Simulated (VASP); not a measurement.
Pb:

```xyz
2
Lattice="3.4800 0.0000 0.0000 -1.7400 3.0138 0.0000 0.0000 0.0000 5.5900" Properties=species:S:1:pos:R:3 pbc="T T T"
Pb    1.7400    1.0046    4.1925
Pb    0.0000    2.0092    1.3975
```

Base run:

| Item | Value |
| --- | --- |
| Program | VASP 6.6.1 |
| Functional | r2SCAN |
| Potentials or basis | VASP PAW PBE potentials, release 64 (Pb_d) |
| Cutoff | 520 eV |
| k mesh | 9 × 9 × 5 |
| Occupations | fermi-dirac, width 0.05 eV |
| Spin | no spin polarisation |

Its results: band gap on the k mesh zero (band 14 reaches 13.56 eV, above the bottom of band 15 at 5.52 eV); pressure 2.9 GPa.

Q: After a change of settings the same cell gave: band gap on the k mesh zero (band 14 reaches 13.20 eV, above the bottom of band 15 at 5.43 eV); pressure 1.0 GPa. Which change was it?
A. functional from r2SCAN to PBEsol
B. functional from r2SCAN to revPBE; further incar settings from ALGO = Normal; EDIFF = 1e-07; NBANDS = 21 to ALGO = Normal; EDIFF = 1e-06; NBANDS = 21
C. functional from r2SCAN to BLYP; further incar settings from ALGO = Normal; EDIFF = 1e-07; NBANDS = 21 to ALGO = Fast; EDIFF = 1e-06; NBANDS = 21
D. functional from r2SCAN to RPBE; further incar settings from ALGO = Normal; EDIFF = 1e-07; NBANDS = 21 to ALGO = Normal; EDIFF = 1e-06; NBANDS = 21

A: A.

Caveats: the PAW data sets were made with another functional, which shifts forces and pressure a little; spin-orbit coupling is left out, which moves the levels of the heavy elements.
